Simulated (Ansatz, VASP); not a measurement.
In: VASP beside Ansatz

```
In
1.0
     0.00000    2.30730    2.30730
     2.30730    0.00000    2.30730
     2.30730    2.30730    0.00000
In
1
Direct
  0.00000 0.00000 0.00000
```

Alike in both runs: functional LDA; k mesh 12 × 12 × 12; occupations fermi-dirac, width 0.1 eV; no spin polarisation.

Ansatz relaxed the structure, and its values are those at the end. VASP's run is a single point on that final structure, the one shown.

```csv
,VASP,Ansatz
version,VASP 6.6.1,Ansatz 0.2.0
potentials or method,"VASP PAW LDA potentials, release 64 (In_d), cutoff 520 eV","plane waves (420 eV) with PAW, scalar-relativistic"
valence electrons in the cell,13,13
```

```tsv
	VASP	Ansatz	Ansatz less VASP
pressure (GPa)	0.1	0.0	-0.03
```

Ansatz warns that its potentials were made for another functional, while VASP's fit it. LDA's correlation is that of Perdew and Zunger in VASP and of Perdew and Wang (1992) in Ansatz.
